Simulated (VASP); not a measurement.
Input of a VASP 6.6.1 run:

File INCAR:

```
SYSTEM = La
PREC     = Accurate       ! precision mode
ENCUT    = 500            ! plane-wave cutoff, eV
EDIFF    = 1E-6           ! SCF threshold, eV
ISMEAR   = -1             ! smearing method
SIGMA    = 0.1            ! smearing width, eV
LREAL    = .FALSE.        ! projectors in reciprocal space
LASPH    = .TRUE.         ! aspherical terms in the spheres
NELM     = 200            ! most SCF steps
ALGO     = Normal         ! electronic algorithm
ISIF     = 2              ! what is computed and relaxed
LWAVE    = .FALSE.        ! write WAVECAR
LCHARG   = .TRUE.         ! write CHGCAR
GGA      = PE             ! functional
LELF     = .TRUE.         ! ELF
LVHAR    = .TRUE.       
NBANDS   = 12             ! bands
GGA_COMPAT= .FALSE.      
LMAXMIX  = 6              ! l up to which the mixer works
```

File KPOINTS:

```
regular mesh
0
G
  12 12 12
  0 0 0
```

File POSCAR:

```
La
1.0
    0.0000000000      2.6872794587      2.6872794587
    2.6872794587      0.0000000000      2.6872794587
    2.6872794587      2.6872794587      0.0000000000
La
1
Direct
    0.0000000000      0.0000000000      0.0000000000
```

Potentials or basis: VASP PAW PBE potentials, release 64 (La).

Launch:

```sh
$ cat potpaw_PBE.64/La/POTCAR > POTCAR
$ mpirun -np 1 vasp_std > vasp.out
```

Task: What does it give for the pressure?

Result: -1.1 GPa.
